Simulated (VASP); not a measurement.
Mg3Zr, 4 atoms in the cell. Symmetry: Fm-3m, No. 225, cubic system. Conventional cell: a = 7.051 Å, b = 7.051 Å, c = 7.051 Å, α = 90.00°, β = 90.00°, γ = 90.00°. Mg (site symmetry m-3m) has 8 Mg at 3.05 Å and 6 Zr at 3.53 Å within 4.0 Å. Mg (site symmetry -43m) has 10 Mg at 3.05 to 3.53 Å and 4 Zr at 3.05 Å within 4.0 Å. Within 4.0 Å of Zr (site symmetry m-3m) lie 14 Mg at 3.05 to 3.53 Å. 

- Program: VASP 6.6.1
- Task: relaxation of cell and atoms
- Functional: PBEsol
- Potentials or basis: VASP PAW PBE potentials, release 64 (Mg, Zr_sv)
- Cutoff: 600 eV
- k mesh: 12 × 12 × 12
- Occupations: methfessel-paxton, width 0.05 eV
- Spin: no spin polarisation
- Dipole correction: no
- Further INCAR settings: ALGO = Normal; EDIFF = 1e-06; IBRION = 2; EDIFFG = -0.02; NSW = 80; ISIF = 3

Potentials or basis: VASP PAW PBE potentials, release 64 (Mg, Zr_sv).

Command:

```console
$ cat potpaw_PBE.64/Mg/POTCAR potpaw_PBE.64/Zr_sv/POTCAR > POTCAR
$ mpirun -np 1 vasp_std > vasp.out
```

Hardware: 1 thread of AMD EPYC 7R13, with other jobs on the host.

Question: How long does it take, and how much memory?

Answer: Run time: 6.6 min on 1 thread of AMD EPYC 7R13 (shared host), peak memory 0.3 GiB. Counts: scf iterations 19, k points 72, ion steps 2.
